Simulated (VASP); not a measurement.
# MnO (I4/mmm) in VASP: single point with PBE

Aim: the single point of MnO with PBE.

Program: VASP 6.6.1. These are calculated values, not measurements. Logs are shortened: lines on timing, memory, paths and dates and some standing lists are left out, and cuts for length are marked.

### Step 1. The cell of the first run

It takes space group I4/mmm (No. 139, tetragonal). The conventional cell has a = 3.142 Å, b = 3.142 Å, c = 4.555 Å, α = 90.00°, β = 90.00°, γ = 90.00°. Mn (site symmetry 4/mmm) has 6 O at 2.22 to 2.28 Å within 2.9 Å. O (site symmetry 4/mmm) has 6 Mn at 2.22 to 2.28 Å within 2.9 Å.

### Step 2. Single point, PBE, collinear spin, ferromagnetic start (strain +0.0250 x Voigt [0, 1, 0, 0, 0, 0])

INCAR reads:

```
ALGO = Normal ; EDIFF = 1E-6
ENCUT = 600 ; GGA = PE
GGA_COMPAT = False ; ISIF = 2
ISMEAR = 0 ; ISPIN = 2
LASPH = True ; LCHARG = False
LMAXMIX = 4 ; LORBIT = 11
LREAL = False ; LWAVE = False
MAGMOM = 4.46 0.26 ; NBANDS = 20
NELM = 200 ; PREC = Accurate
SIGMA = 0.15
```

KPOINTS reads:

```
k-points
0
Gamma
  18 18 18
```

POSCAR reads:

```
MnO
1.0
    0.0000000000      2.2775500000      2.2220000000
    2.2220000000      0.0000000000      2.2220000000
    2.2220000000      2.2775500000      0.0000000000
Mn O
1 1
Direct
    0.0000000000      0.0000000000      0.0000000000
    0.5000000000      0.5000000000      0.5000000000
```

Potentials or basis: VASP PAW PBE potentials, release 64 (Mn_pv, O).

The run is started by

```bash
$ cat potpaw_PBE.64/Mn_pv/POTCAR potpaw_PBE.64/O/POTCAR > POTCAR
$ mpirun -np 1 vasp_std > vasp.out
```

OUTCAR:

```text
EDIFF = 1E-6
   ENCUT = 600
   GGA = PE
   ISIF = 2
   ISMEAR = 0
   ISPIN = 2
   LASPH = True
   LORBIT = 11
   LREAL = False
   NELM = 200
   PREC = Accurate

 ion  position               nearest neighbor table
   1  0.000  0.000  0.000-   2 2.22   2 2.22   2 2.22   2 2.22   2 2.28   2 2.28
   2  0.500  0.500  0.500-   1 2.22   1 2.22   1 2.22   1 2.22   1 2.28   1 2.28

  LATTYP: Found a body centered tetragonal cell.
 ALAT       =     3.1423825356
 C/A-ratio  =     1.4495689014

  Lattice vectors:

 A1 = (   0.0000000000,  -2.2775500000,   2.2220000000)
 A2 = (   0.0000000000,  -2.2775500000,  -2.2220000000)
 A3 = (   2.2220000000,   2.2775500000,   0.0000000000)

Analysis of symmetry for initial positions (statically):
=====================================================================
 Subroutine PRICEL returns:
 Original cell was already a primitive cell.

 Routine SETGRP: Setting up the symmetry group for a
 body centered tetragonal supercell.

 Subroutine GETGRP returns: Found 16 space group operations
 (whereof 16 operations were pure point group operations)
 out of a pool of 16 trial point group operations.

The static configuration has the point symmetry D_4h.

Analysis of symmetry for dynamics (positions and initial velocities):
=====================================================================
 Subroutine PRICEL returns:
 Original cell was already a primitive cell.

 Routine SETGRP: Setting up the symmetry group for a
 body centered tetragonal supercell.

 Subroutine GETGRP returns: Found 16 space group operations
 (whereof 16 operations were pure point group operations)
 out of a pool of 16 trial point group operations.

The dynamic configuration has the point symmetry D_4h.

Analysis of structural, dynamic, and magnetic symmetry:
=====================================================================
 Subroutine PRICEL returns:
 Original cell was already a primitive cell.

 Routine SETGRP: Setting up the symmetry group for a
 body centered tetragonal supercell.

 Subroutine GETGRP returns: Found 16 space group operations
 (whereof 16 operations were pure point group operations)
 out of a pool of 16 trial point group operations.

The overall configuration has the point symmetry D_4h.

 Subroutine INISYM returns: Found 16 space group operations
 (whereof 16 operations are pure point group operations),
 and found     1 'primitive' translations

----------------------------------------------------------------------------------------

                                     Primitive cell

  volume of cell :      22.4898

  direct lattice vectors                    reciprocal lattice vectors
     0.000000000  2.277550000  2.222000000    -0.225022502  0.219534149  0.225022502
     2.222000000  0.000000000  2.222000000     0.225022502 -0.219534149  0.225022502
     2.222000000  2.277550000  0.000000000     0.225022502  0.219534149 -0.225022502

  length of vectors
     3.181904776  3.142382536  3.181904776     0.386607676  0.386607676  0.386607676

  position of ions in fractional coordinates (direct lattice)
     0.000000000  0.000000000  0.000000000
     0.500000000  0.500000000  0.500000000

  ion indices of the primitive-cell ions
   primitive index   ion index
                 1           1
                 2           2

----------------------------------------------------------------------------------------

 KPOINTS: k-points

Automatic generation of k-mesh.
 Grid dimensions read from file:
 generate k-points for:   18   18   18

 Generating k-lattice:

  Cartesian coordinates                     Fractional coordinates (reciprocal lattice)
    -0.012501250  0.012196342  0.012501250     0.055555556  0.000000000  0.000000000
     0.012501250 -0.012196342  0.012501250    -0.000000000  0.055555556 -0.000000000
     0.012501250  0.012196342 -0.012501250     0.000000000  0.000000000  0.055555556

  Length of vectors
     0.021478204  0.021478204  0.021478204

  Shift w.r.t. Gamma in fractional coordinates (k-lattice)
     0.000000000  0.000000000  0.000000000

 Subroutine IBZKPT returns following result:
 ===========================================

 Found    480 irreducible k-points:

 Following reciprocal coordinates:
            Coordinates               Weight
  0.000000  0.000000  0.000000      1.000000
  0.055556  0.000000 -0.000000      8.000000
  0.111111  0.000000 -0.000000      8.000000
  0.166667  0.000000  0.000000      8.000000
  0.222222  0.000000 -0.000000      8.000000
  0.277778  0.000000 -0.000000      8.000000
[... 16 lines left out ...]
 -0.277778  0.055556 -0.000000     16.000000
 -0.222222  0.055556  0.000000     16.000000
 [... further k-points ...]
   k-points           NKPTS =    480   k-points in BZ     NKDIM =    480   number of bands    NBANDS=     20
   number of dos      NEDOS =    301   number of ions     NIONS =      2
   total plane-waves  NPLWV =  21952
   dimension x,y,z NGX =    28 NGY =   28 NGZ =   28
   dimension x,y,z NGXF=    56 NGYF=   56 NGZF=   56
   ions per type =               1   1
   NGX,Y,Z   is equivalent  to a cutoff of  14.63, 14.81, 14.63 a.u.
   NGXF,Y,Z  is equivalent  to a cutoff of  29.26, 29.63, 29.26 a.u.
 SYSTEM =  unknown system
   PREC   = accura    normal or accurate (medium, high low for compatibility)
   ISTART =      0    job   : 0-new  1-cont  2-samecut
   ICHARG =      2    charge: 1-file 2-atom 10-const
   ISPIN  =      2    spin polarized calculation?
   LNONCOLLINEAR =      F non collinear calculations
   LSORBIT =      F    spin-orbit coupling
   LASPH  =      T    aspherical Exc in radial PAW
   ENCUT  =  600.0 eV  44.10 Ry    6.64 a.u.   6.36  6.28  6.36*2*pi/ulx,y,z
   NELM   =    200;   NELMIN=  2; NELMDL= -5     # of ELM steps
   EDIFF  = 0.1E-05   stopping-criterion for ELM
   LREAL  =      F    real-space projection
   EDIFFG = 0.1E-04   stopping-criterion for IOM
   NSW    =      0    number of steps for IOM
   IBRION =     -1    ionic relax: 0-MD 1-quasi-New 2-CG
   NFREE  =      0    steps in history (QN), initial steepest desc. (CG)
   ISIF   =      2    stress and relaxation
   ISYM   =      2    0-nonsym 1-usesym 2-fastsym
   POTIM  = 0.5000    time-step for ionic-motion
   TEBEG  =    0.0;   TEEND  =   0.0 temperature during run
   PSTRESS=    0.0 pullay stress
   NELECT =      19.0000    total number of electrons
   NUPDOWN=      -1.0000    fix difference up-down
   EMIN   =  10.00;   EMAX   =-10.00  energy-range for DOS
   EFERMI =   0.00;   METHOD = LEGACY
   ISMEAR =     0;   SIGMA  =   0.15  broadening in eV -4-tet -1-fermi 0-gaus
   EFERMI_NEDOS =   21; number of points for ismear=-14 and -15
   IALGO  =     38    algorithm
   IMIX   =      4    mixing-type and parameters
     AMIX     =   0.40;   BMIX     =  1.00
     AMIX_MAG =   1.60;   BMIX_MAG =  1.00
  volume/ion in A,a.u.               =      11.24        75.88
  Fermi-wavevector in a.u.,A,eV,Ry     =   1.547619  2.924576 32.587644  2.395124
  Thomas-Fermi vector in A             =   2.652686
   LORBIT       =     11    0 simple, 1 ext, 2 COOP (PROOUT), +10 PAW based schemes
   GGA     = PE    functional components
   LHFCALC =     F    Hartree Fock is set to
   AEXX    =    0.0000 exact exchange contribution
   IVDW    =     0    specifies the selected vdW correction
   LEPSILON=     F    determine dielectric tensor
   LRPA    =     F    only Hartree local field effects (RPA)
 spin polarized calculation
 Gauss-broadening in eV      SIGMA  =   0.15
  energy-cutoff  :      600.00
  volume of cell :       22.49
 maximum number of plane-waves:       767
 NGX is ok and might be reduce to    28
   NGX = 13   NGY = 13   NGZ = 13

 number of electron      18.9999994 magnetization       4.8145913

 Free energy of the ion-electron system (eV)
  ---------------------------------------------------
  ext. energy  EPLUGINS =         0.00000000
  ---------------------------------------------------
  free energy    TOTEN  =       -16.40635352 eV

  energy without entropy =      -16.39705288  energy(sigma->0) =      -16.40170320

 E-fermi :   7.2404     XC(G=0): -11.7285

 val. band max:        7.2342424747   @ k =  -0.2222   0.0000   0.1667
 cond. band min:       7.2419352629   @ k =  -0.2778   0.0000   0.1111
 fundamental gap:      0.0076927882
 Fermi energy:         7.2403881964

 spin component 1

 k-point     1 :       0.0000    0.0000    0.0000
  band No.  band energies     occupation
      1     -43.1391      1.00000
      2     -43.1378      1.00000
      3     -43.1378      1.00000
      4     -12.8206      1.00000
      5       3.5973      1.00000
      6       3.5973      1.00000
[... 12 lines left out ...]
     19      26.8415      0.00000
     20      26.8415      0.00000

 k-point     2 :       0.0556    0.0000   -0.0000
  band No.  band energies     occupation
      1     -43.1402      1.00000
      2     -43.1387      1.00000
      3     -43.1379      1.00000
      4     -12.7952      1.00000
      5       3.2515      1.00000
      6       3.3747      1.00000
[... 12 lines left out ...]
     19      26.5708      0.00000
     20      27.0725      0.00000

 k-point     3 :       0.1111    0.0000   -0.0000
  band No.  band energies     occupation
      1     -43.1450      1.00000
      2     -43.1397      1.00000
      3     -43.1385      1.00000
      4     -12.7210      1.00000
      5       2.5955      1.00000
      6       2.9747      1.00000
[... 12 lines left out ...]
     19      26.1573      0.00000
     20      27.9825      0.00000

 k-point     4 :       0.1667    0.0000    0.0000
  band No.  band energies     occupation
      1     -43.1526      1.00000
      2     -43.1409      1.00000
      3     -43.1393      1.00000
      4     -12.6048      1.00000
      5       1.8678      1.00000
      6       2.5679      1.00000
[... 429 lines left out ...]
 k-point    23 :      -0.2778    0.0556   -0.0000
  band No.  band energies     occupation
      1     -43.1747      1.00000
      2     -43.1450      1.00000
      3     -43.1426      1.00000
      4     -12.2329      1.00000
      5       0.3132      1.00000
      6       1.7344      1.00000
[... 12 lines left out ...]
     19      27.5949      0.00000
     20      31.0591      0.00000

 k-point    24 :      -0.2222    0.0556    0.0000
  band No.  band energies     occupation
      1     -43.1651      1.00000
      2     -43.1435      1.00000
      3     -43.1413      1.00000
      4     -12.3930      1.00000
      5       0.8999      1.00000
      6       2.0064      1.00000
[... 12 lines left out ...]
     19      27.2183      0.00000
     20      31.0971      0.00000

 [... further k-points ...]

 spin component 2

 k-point     1 :       0.0000    0.0000    0.0000
  band No.  band energies     occupation
      1     -38.4455      1.00000
      2     -38.4455      1.00000
      3     -38.4206      1.00000
      4     -12.3801      1.00000
      5       3.9688      1.00000
      6       3.9688      1.00000
[... 12 lines left out ...]
     19      29.1923      0.00000
     20      29.1923      0.00000

 k-point     2 :       0.0556    0.0000   -0.0000
  band No.  band energies     occupation
      1     -38.4473      1.00000
      2     -38.4458      1.00000
      3     -38.4215      1.00000
      4     -12.3554      1.00000
      5       3.7830      1.00000
      6       3.9083      1.00000
[... 12 lines left out ...]
     19      28.7541      0.00000
     20      29.3034      0.00000

 k-point     3 :       0.1111    0.0000   -0.0000
  band No.  band energies     occupation
      1     -38.4524      1.00000
      2     -38.4464      1.00000
      3     -38.4237      1.00000
      4     -12.2835      1.00000
      5       3.2794      1.00000
      6       3.7442      1.00000
[... 12 lines left out ...]
     19      28.1005      0.00000
     20      29.9884      0.00000

 k-point     4 :       0.1667    0.0000    0.0000
  band No.  band energies     occupation
      1     -38.4610      1.00000
      2     -38.4474      1.00000
      3     -38.4263      1.00000
      4     -12.1710      1.00000
      5       2.6394      1.00000
      6       3.5162      1.00000
[... 429 lines left out ...]
 k-point    23 :      -0.2778    0.0556   -0.0000
  band No.  band energies     occupation
      1     -38.4868      1.00000
      2     -38.4524      1.00000
      3     -38.4328      1.00000
      4     -11.8122      1.00000
      5       1.1828      1.00000
      6       2.9405      1.00000
[... 12 lines left out ...]
     19      29.0375      0.00000
     20      32.1085      0.00000

 k-point    24 :      -0.2222    0.0556    0.0000
  band No.  band energies     occupation
      1     -38.4748      1.00000
      2     -38.4511      1.00000
      3     -38.4306      1.00000
      4     -11.9663      1.00000
      5       1.7479      1.00000
      6       3.1636      1.00000
[... 12 lines left out ...]
     19      28.7479      0.00000
     20      32.5905      0.00000

 [... further k-points ...]
[... 5 lines left out ...]
  --------------------------------------------------------------------------------------
  -------------------------------------------------------------------------------------
  Total       -0.4077213     -0.3364170     -0.4077213      0.0000000      0.0000000      0.0000000
  in kB      -29.0461081    -23.9663821    -29.0461081      0.0000000      0.0000000      0.0000000
  external PRESSURE =     -27.3528661 kB  Pullay stress =       0.0000000 kB

 VOLUME and BASIS-vectors are now :
 -----------------------------------------------------------------------------
  energy-cutoff  :      600.00
  volume of cell :       22.49
      direct lattice vectors                 reciprocal lattice vectors
     0.000000000  2.277550000  2.222000000    -0.225022502  0.219534149  0.225022502
     2.222000000  0.000000000  2.222000000     0.225022502 -0.219534149  0.225022502
     2.222000000  2.277550000  0.000000000     0.225022502  0.219534149 -0.225022502

 POSITION                                       TOTAL-FORCE (eV/Angst)
 -----------------------------------------------------------------------------------
      0.00000      0.00000      0.00000         0.000000      0.000000     -0.000000
      2.22200      2.27755      2.22200         0.000000     -0.000000      0.000000
 -----------------------------------------------------------------------------------
    total drift:                                0.000000      0.000000      0.000000

  FREE ENERGIE OF THE ION-ELECTRON SYSTEM (eV)
  ---------------------------------------------------
  free  energy   TOTEN  =       -16.4063535240 eV

  energy  without entropy=      -16.3970528768  energy(sigma->0) =      -16.40170320

 total charge

# of ion       s       p       d       tot
------------------------------------------
    1        0.200   6.169   4.963  11.331
    2        1.557   3.408   0.000   4.965
--------------------------------------------------
tot          1.757   9.577   4.963  16.297

 magnetization (x)

# of ion       s       p       d       tot
------------------------------------------
    1        0.035   0.025   4.305   4.365
    2        0.030   0.174   0.000   0.203
--------------------------------------------------
tot          0.064   0.199   4.305   4.569
```

Wall time 5.9 min (1 thread of AMD EPYC 9R45 (Zen 5), shared host); peak memory 0.45 GiB.

What came out:

- Free energy: -16.4064 eV
- Pressure: -2.7 GPa
- Net moment: 4.81 μB per cell
- Site moments: Mn +4.37; O +0.20 μB
- Valence electrons inside the program's atomic spheres: Mn 11.33; O 4.96

Caveat: the cell differs from its parent crystal (strain +0.0250 x Voigt [0, 1, 0, 0, 0, 0]); a cell with one magnetic atom can't hold antiferromagnetic order, which such compounds often take; semilocal functionals often make such compounds metallic where correlation or magnetic order opens a gap, which also shifts bond lengths.
